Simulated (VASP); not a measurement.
Crystal: SiNi (rocksalt type).

```
Ni Si
1.0
     0.00000    2.30249    2.30249
     2.30249    0.00000    2.30249
     2.30249    2.30249    0.00000
Ni Si
1 1
Direct
  0.00000 0.00000 0.00000
  0.50000 0.50000 0.50000
```

- Program: VASP 6.6.1
- Task: relaxation of cell and atoms
- Functional: PBE
- Potentials or basis: VASP PAW PBE potentials, release 64 (Ni, Si)
- Cutoff: 600 eV
- k mesh: 15 × 15 × 15
- Occupations: fermi-dirac, width 0.08 eV
- Spin: no spin polarisation

At the start: pressure 14.8 GPa; volume 12.21 Å³/atom.

How do energy, volume and symmetry change on relaxing?

Over 5 steps the energy falls by 47.5 meV/atom and the volume is 13.30 Å³/atom (+9.0 %); space group Fm-3m (No. 225, to 0.1 Å) before and after.

The path:
```tsv
step	energy change (eV)	largest force (eV/Å)	pressure (GPa)	volume (Å³)
1	0.0000	0.0000	14.83	24.41
2	-0.0386	0.0000	-8.54	28.63
3	-0.0951	0.0000	-0.07	26.66
4	-0.0951	0.0000	0.13	26.61
5	-0.0951	0.0000	-0.03	26.61
```

Final structure:
```
Ni Si
1.0
     0.00000    2.36958    2.36958
     2.36958    0.00000    2.36958
     2.36958    2.36958    0.00000
Ni Si
1 1
Direct
  0.00000 0.00000 0.00000
  0.50000 0.50000 0.50000
```
